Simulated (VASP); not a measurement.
# Sn2PbS3 (Cmcm) in VASP: a series of runs

Runs on Sn2PbS3. Level: PBE. Tasks: single point.

Everything below comes from runs of VASP 6.6.1. Logs are shortened: lines on timing, memory, paths and dates and some standing lists are left out, and cuts for length are marked.

## (1) The cell of the first run

Symmetry: Cmcm, No. 63, orthorhombic system. The conventional cell has a = 4.144 Å, b = 11.959 Å, c = 12.543 Å, α = 90.00°, β = 90.00°, γ = 90.00°. Sn (site symmetry m) has 5 S at 2.59 to 2.95 Å within 3.4 Å. Within 3.9 Å of Pb (site symmetry m2m) lie 7 S at 2.72 to 3.86 Å and 2 Sn at 3.74 Å. S (site symmetry m2m) has 1 Pb at 2.72 Å and 4 Sn at 2.95 Å within 3.6 Å. S (site symmetry m) has 3 Sn at 2.59 to 2.92 Å and 2 Pb at 3.00 Å within 3.4 Å.

## (2) Single point, PBE

The input, INCAR:

```
PREC = Accurate ; ENCUT = 520
EDIFF = 1E-7 ; ISMEAR = 0
SIGMA = 0.1 ; LREAL = False
LASPH = True ; NELM = 80
ALGO = Normal ; ISIF = 2
LWAVE = False ; LCHARG = False
GGA = PE ; NBANDS = 72
```

The input, KPOINTS:

```
Automatic mesh
0
Gamma
  4 4 2
```

The input, POSCAR:

```
Sn2PbS3
1.0
    2.0720982826     -5.9794149640      0.0000000000
    2.0720982826      5.9794149640      0.0000000000
    0.0000000000      0.0000000000     12.5431636011
Sn Pb S
4 2 6
Direct
    0.3684342220      0.6315657780      0.5834890825
    0.3684342220      0.6315657780      0.9165109175
    0.6315657780      0.3684342220      0.4165109175
    0.6315657780      0.3684342220      0.0834890825
    0.3722068852      0.6277931148      0.2500000000
    0.6277931148      0.3722068852      0.7500000000
    0.1446792887      0.8553207113      0.2500000000
    0.1517817290      0.8482182710      0.5789525702
    0.1517817290      0.8482182710      0.9210474298
    0.8482182710      0.1517817290      0.4210474298
    0.8553207113      0.1446792887      0.7500000000
    0.8482182710      0.1517817290      0.0789525702
```

Potentials or basis: VASP PAW PBE potentials, release 64 (Sn_d, Pb_d, S).

Started as:

```bash
$ cat potpaw_PBE.64/Sn_d/POTCAR potpaw_PBE.64/Pb_d/POTCAR potpaw_PBE.64/S/POTCAR > POTCAR
$ mpirun -np 1 vasp_std > vasp.out
```

OUTCAR:

```text
PREC = Accurate
   ENCUT = 520
   EDIFF = 1E-7
   ISMEAR = 0
   LREAL = False
   LASPH = True
   NELM = 80
   ISIF = 2
   GGA = PE

 ion  position               nearest neighbor table
   1  0.368  0.632  0.583-   8 2.59  10 2.92  10 2.92  11 2.95  11 2.95   6 3.74
   2  0.368  0.632  0.917-   9 2.59  12 2.92  12 2.92  11 2.95  11 2.95   6 3.74
   3  0.632  0.368  0.417-  10 2.59   8 2.92   8 2.92   7 2.95   7 2.95   5 3.74
   4  0.632  0.368  0.083-  12 2.59   9 2.92   9 2.92   7 2.95   7 2.95   5 3.74
   5  0.372  0.628  0.250-   7 2.72  12 3.00  10 3.00  10 3.00  12 3.00   4 3.74   3 3.74
   6  0.628  0.372  0.750-  11 2.72   9 3.00   8 3.00   8 3.00   9 3.00   2 3.74   1 3.74
   7  0.145  0.855  0.250-   5 2.72   4 2.95   3 2.95   3 2.95   4 2.95
   8  0.152  0.848  0.579-   1 2.59   3 2.92   3 2.92   6 3.00   6 3.00
   9  0.152  0.848  0.921-   2 2.59   4 2.92   4 2.92   6 3.00   6 3.00
  10  0.848  0.152  0.421-   3 2.59   1 2.92   1 2.92   5 3.00   5 3.00
  11  0.855  0.145  0.750-   6 2.72   2 2.95   1 2.95   1 2.95   2 2.95
  12  0.848  0.152  0.079-   4 2.59   2 2.92   2 2.92   5 3.00   5 3.00

  LATTYP: Found a base centered orthorhombic cell.
 ALAT       =     4.1441965652
 B/A-ratio  =     2.8856811543
 C/A-ratio  =     3.0266816266

  Lattice vectors:

 A1 = (   2.0720982826,  -5.9794149640,   0.0000000000)
 A2 = (   2.0720982826,   5.9794149640,   0.0000000000)
 A3 = (   0.0000000000,   0.0000000000,  12.5431636011)

Analysis of symmetry for initial positions (statically):
=====================================================================
 Subroutine PRICEL returns:
 Original cell was already a primitive cell.

 Routine SETGRP: Setting up the symmetry group for a
 base centered orthorhombic supercell.

 Subroutine GETGRP returns: Found  8 space group operations
 (whereof  4 operations were pure point group operations)
 out of a pool of  8 trial point group operations.

The static configuration has the point symmetry C_2h.
 The point group associated with its full space group is D_2h.

Analysis of symmetry for dynamics (positions and initial velocities):
=====================================================================
 Subroutine PRICEL returns:
 Original cell was already a primitive cell.

 Routine SETGRP: Setting up the symmetry group for a
 base centered orthorhombic supercell.

 Subroutine GETGRP returns: Found  8 space group operations
 (whereof  4 operations were pure point group operations)
 out of a pool of  8 trial point group operations.

The dynamic configuration has the point symmetry C_2h.
 The point group associated with its full space group is D_2h.

 Subroutine INISYM returns: Found  8 space group operations
 (whereof  4 operations are pure point group operations),
 and found     1 'primitive' translations

----------------------------------------------------------------------------------------

                                     Primitive cell

  volume of cell :     310.8180

  direct lattice vectors                    reciprocal lattice vectors
     2.072098283 -5.979414964  0.000000000     0.241301296 -0.083620221  0.000000000
     2.072098283  5.979414964  0.000000000     0.241301296  0.083620221  0.000000000
     0.000000000  0.000000000 12.543163601     0.000000000  0.000000000  0.079724704

  length of vectors
     6.328269479  6.328269479 12.543163601     0.255379436  0.255379436  0.079724704

  position of ions in fractional coordinates (direct lattice)
     0.368434222  0.631565778  0.583489083
     0.368434222  0.631565778  0.916510917
     0.631565778  0.368434222  0.416510917
     0.631565778  0.368434222  0.083489083
     0.372206885  0.627793115  0.250000000
     0.627793115  0.372206885  0.750000000
     0.144679289  0.855320711  0.250000000
     0.151781729  0.848218271  0.578952570
     0.151781729  0.848218271  0.921047430
     0.848218271  0.151781729  0.421047430
     0.855320711  0.144679289  0.750000000
     0.848218271  0.151781729  0.078952570

  ion indices of the primitive-cell ions
   primitive index   ion index
                 1           1
                 2           2
                 3           3
                 4           4
                 5           5
                 6           6
                 7           7
                 8           8
                 9           9
                10          10
                11          11
                12          12

----------------------------------------------------------------------------------------

 KPOINTS: Automatic mesh

Automatic generation of k-mesh.
 Grid dimensions read from file:
 generate k-points for:    4    4    2

 Generating k-lattice:

  Cartesian coordinates                     Fractional coordinates (reciprocal lattice)
     0.060325324 -0.020905055  0.000000000     0.250000000  0.000000000  0.000000000
     0.060325324  0.020905055  0.000000000     0.000000000  0.250000000  0.000000000
     0.000000000  0.000000000  0.039862352     0.000000000  0.000000000  0.500000000

  Length of vectors
     0.063844859  0.063844859  0.039862352

  Shift w.r.t. Gamma in fractional coordinates (k-lattice)
     0.000000000  0.000000000  0.000000000

 Subroutine IBZKPT returns following result:
 ===========================================

 Found     14 irreducible k-points:

 Following reciprocal coordinates:
            Coordinates               Weight
  0.000000  0.000000  0.000000      1.000000
  0.250000  0.000000  0.000000      4.000000
  0.500000  0.000000  0.000000      2.000000
  0.250000  0.250000  0.000000      2.000000
  0.500000  0.250000  0.000000      4.000000
 -0.250000  0.250000  0.000000      2.000000
  0.500000  0.500000  0.000000      1.000000
  0.000000  0.000000  0.500000      1.000000
  0.250000  0.000000  0.500000      4.000000
  0.500000  0.000000  0.500000      2.000000
  0.250000  0.250000  0.500000      2.000000
  0.500000  0.250000  0.500000      4.000000
 -0.250000  0.250000  0.500000      2.000000
  0.500000  0.500000  0.500000      1.000000
   k-points           NKPTS =     14   k-points in BZ     NKDIM =     14   number of bands    NBANDS=     72
   number of dos      NEDOS =    301   number of ions     NIONS =     12
   total plane-waves  NPLWV = 221184
   dimension x,y,z NGX =    48 NGY =   48 NGZ =   96
   dimension x,y,z NGXF=    96 NGYF=   96 NGZF=  192
   ions per type =               4   2   6
   NGX,Y,Z   is equivalent  to a cutoff of  12.61, 12.61, 12.72 a.u.
   NGXF,Y,Z  is equivalent  to a cutoff of  25.22, 25.22, 25.45 a.u.
 SYSTEM =  unknown system
   PREC   = accura    normal or accurate (medium, high low for compatibility)
   ISTART =      0    job   : 0-new  1-cont  2-samecut
   ICHARG =      2    charge: 1-file 2-atom 10-const
   ISPIN  =      1    spin polarized calculation?
   LNONCOLLINEAR =      F non collinear calculations
   LSORBIT =      F    spin-orbit coupling
   LASPH  =      T    aspherical Exc in radial PAW
   ENCUT  =  520.0 eV  38.22 Ry    6.18 a.u.  11.77 11.77 23.32*2*pi/ulx,y,z
   NELM   =     80;   NELMIN=  2; NELMDL= -5     # of ELM steps
   EDIFF  = 0.1E-06   stopping-criterion for ELM
   LREAL  =      F    real-space projection
   EDIFFG = 0.1E-05   stopping-criterion for IOM
   NSW    =      0    number of steps for IOM
   IBRION =     -1    ionic relax: 0-MD 1-quasi-New 2-CG
   NFREE  =      0    steps in history (QN), initial steepest desc. (CG)
   ISIF   =      2    stress and relaxation
   ISYM   =      2    0-nonsym 1-usesym 2-fastsym
   POTIM  = 0.5000    time-step for ionic-motion
   TEBEG  =    0.0;   TEEND  =   0.0 temperature during run
   PSTRESS=    0.0 pullay stress
   NELECT =     120.0000    total number of electrons
   NUPDOWN=      -1.0000    fix difference up-down
   EMIN   =  10.00;   EMAX   =-10.00  energy-range for DOS
   EFERMI =   0.00;   METHOD = LEGACY
   ISMEAR =     0;   SIGMA  =   0.10  broadening in eV -4-tet -1-fermi 0-gaus
   EFERMI_NEDOS =   21; number of points for ismear=-14 and -15
   IALGO  =     38    algorithm
   IMIX   =      4    mixing-type and parameters
     AMIX     =   0.40;   BMIX     =  1.00
     AMIX_MAG =   1.60;   BMIX_MAG =  1.00
  volume/ion in A,a.u.               =      25.90       174.79
  Fermi-wavevector in a.u.,A,eV,Ry     =   1.192065  2.252676 19.334131  1.421019
  Thomas-Fermi vector in A             =   2.328112
   LORBIT       =      0    0 simple, 1 ext, 2 COOP (PROOUT), +10 PAW based schemes
   GGA     = PE    functional components
   LHFCALC =     F    Hartree Fock is set to
   AEXX    =    0.0000 exact exchange contribution
   IVDW    =     0    specifies the selected vdW correction
   LEPSILON=     F    determine dielectric tensor
   LRPA    =     F    only Hartree local field effects (RPA)
 non-spin polarized calculation
 Gauss-broadening in eV      SIGMA  =   0.10
  energy-cutoff  :      520.00
  volume of cell :      310.82
 maximum number of plane-waves:      8400
 NGX is ok and might be reduce to    48
   NGX = 23   NGY = 23   NGZ = 47

 number of electron     119.9999991 magnetization

 Free energy of the ion-electron system (eV)
  ---------------------------------------------------
  ext. energy  EPLUGINS =         0.00000000
  ---------------------------------------------------
  free energy    TOTEN  =       -52.75269681 eV

  energy without entropy =      -52.75268778  energy(sigma->0) =      -52.75269229

 E-fermi :   5.8739     XC(G=0):  -9.5857

 val. band max:        5.6296327472   @ k =   0.5000   0.5000   0.0000
 cond. band min:       6.1182168208   @ k =   0.5000   0.5000   0.0000
 fundamental gap:      0.4885840737
 Fermi energy:         5.8739247716

 k-point     1 :       0.0000    0.0000    0.0000
  band No.  band energies     occupation
      1     -15.7350      2.00000
      2     -15.7337      2.00000
      3     -15.7293      2.00000
      4     -15.7287      2.00000
      5     -15.7258      2.00000
      6     -15.7241      2.00000
[... 64 lines left out ...]
     71       9.8107      0.00000
     72      10.0590      0.00000
[... 973 lines left out ...]
     71       9.4408      0.00000
     72       9.4409      0.00000

------------------------ aborting loop because EDIFF is reached ----------------------------------------

  FORCE on cell =-STRESS in cart. coord.  units (eV):
  Direction    XX          YY          ZZ          XY          YZ          ZX
  --------------------------------------------------------------------------------------
  -------------------------------------------------------------------------------------
  Total       -0.2461629     -0.1160351     -0.3066565      0.0000000      0.0000000      0.0000000
  in kB       -1.2688991     -0.5981278     -1.5807259      0.0000000      0.0000000      0.0000000
  external PRESSURE =      -1.1492509 kB  Pullay stress =       0.0000000 kB

 VOLUME and BASIS-vectors are now :
 -----------------------------------------------------------------------------
  energy-cutoff  :      520.00
  volume of cell :      310.82
      direct lattice vectors                 reciprocal lattice vectors
     2.072098283 -5.979414964  0.000000000     0.241301296 -0.083620221  0.000000000
     2.072098283  5.979414964  0.000000000     0.241301296  0.083620221  0.000000000
     0.000000000  0.000000000 12.543163601     0.000000000  0.000000000  0.079724704

 POSITION                                       TOTAL-FORCE (eV/Angst)
 -----------------------------------------------------------------------------------
      2.07210      1.57337      7.31880         0.000000      0.013591      0.011913
      2.07210      1.57337     11.49595         0.000000      0.013591     -0.011913
      2.07210     -1.57337      5.22436         0.000000     -0.013591     -0.011913
      2.07210     -1.57337      1.04722         0.000000     -0.013591      0.011913
      2.07210      1.52826      3.13579         0.000000     -0.023579      0.000000
      2.07210     -1.52826      9.40737         0.000000      0.023579      0.000000
      2.07210      4.24922      3.13579         0.000000      0.016936      0.000000
      2.07210      4.16428      7.26190         0.000000     -0.021086      0.005302
      2.07210      4.16428     11.55285         0.000000     -0.021086     -0.005302
      2.07210     -4.16428      5.28127         0.000000      0.021086     -0.005302
      2.07210     -4.24922      9.40737         0.000000     -0.016936      0.000000
      2.07210     -4.16428      0.99032         0.000000      0.021086      0.005302
 -----------------------------------------------------------------------------------
    total drift:                                0.000000      0.000000     -0.000000

  FREE ENERGIE OF THE ION-ELECTRON SYSTEM (eV)
  ---------------------------------------------------
  free  energy   TOTEN  =       -52.7526968050 eV

  energy  without entropy=      -52.7526877790  energy(sigma->0) =      -52.75269229
```

Wall time 14 min (1 thread of Intel Xeon 8259CL, shared host); peak memory 0.59 GiB.

Results:

- Free energy: -52.7527 eV
- Pressure: -0.1 GPa
- Largest force: 0.024 eV/Å
- Band gap on the k mesh: 0.49 eV

Forces on the atoms (eV/Å):
```
Sn   0.000  0.014  0.012
Sn   0.000  0.014 -0.012
Sn   0.000 -0.014 -0.012
Sn   0.000 -0.014  0.012
Pb   0.000 -0.024  0.000
Pb   0.000  0.024  0.000
S    0.000  0.017  0.000
S    0.000 -0.021  0.005
S    0.000 -0.021 -0.005
S    0.000  0.021 -0.005
S    0.000 -0.017  0.000
S    0.000  0.021  0.005
```

Levels at points of the mesh, in eV from the valence-band top:
```
           k point  band 57  band 58  band 59  band 60  band 61  band 62  band 63  band 64
(0.00, 0.00, 0.00)    -1.05    -0.76    -0.74    -0.68     1.78     2.06     2.08     2.14
(0.50, 0.00, 0.00)    -1.93    -1.84    -0.79    -0.38     1.31     1.39     1.69     2.23
(0.50, 0.50, 0.00)    -0.96    -0.89    -0.40     0.00     0.49     0.70     0.79     1.34
(0.00, 0.00, 0.50)    -1.08    -1.08    -0.39    -0.39     1.17     1.17     2.05     2.05
(0.50, 0.00, 0.50)    -1.59    -1.59    -1.09    -1.09     1.94     1.94     1.99     1.99
(0.50, 0.50, 0.50)    -1.01    -1.01    -0.74    -0.74     0.73     0.73     1.52     1.52
```

Caveat: spin-orbit coupling is left out, which moves the levels of the heavy elements. A k mesh can miss the band edges.

[end of part 1 of 2]
